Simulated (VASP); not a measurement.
A run of VASP 6.6.1:

Contents of INCAR:

```
PREC     = Accurate       # precision mode
ENCUT    = 520            # plane-wave cutoff, eV
EDIFF    = 1E-7           # SCF threshold, eV
ISMEAR   = 0              # smearing method
SIGMA    = 0.15           # smearing width, eV
LREAL    = F              # projectors in reciprocal space
LASPH    = T              # aspherical terms in the spheres
NELM     = 80             # most SCF steps
ALGO     = Fast           # electronic algorithm
ISIF     = 2              # what is computed and relaxed
LWAVE    = F              # write WAVECAR
LCHARG   = F              # write CHGCAR
GGA      = PS             # functional
NBANDS   = 14             # bands
```

KPOINTS

```
regular mesh
0
Gamma
  16 16 5
```

The input POSCAR:

```
Al
1.0
   -1.6063180831      1.6063180831     -1.6063180831
   -1.6063180831     -1.6063180831      1.6063180831
   -0.1606318083      6.2646405243      6.5859041409
Al
4
Direct
    0.0000000000     -0.0875000000      0.8750000000
    0.5000000000      0.4875000000      0.1250000000
    0.0000000000     -0.0375000000      0.3750000000
    0.5000000000      0.4375000000      0.6250000000
```

Potentials or basis: VASP PAW PBE potentials, release 64 (Al).

The run is started by

```console
$ cat potpaw_PBE.64/Al/POTCAR > POTCAR
$ mpirun -np 1 vasp_std > vasp.out
```

Hardware: 1 thread of AMD EPYC 9R45 96-Core Processor (Zen 5) (shared host).

Task: How long does it take, and how much memory?

Result: Wall time 4.4 min on 1 thread of AMD EPYC 9R45 96-Core Processor (Zen 5), on a shared host, peak memory 0.5 GiB. Counts: scf iterations 15, k points 642.
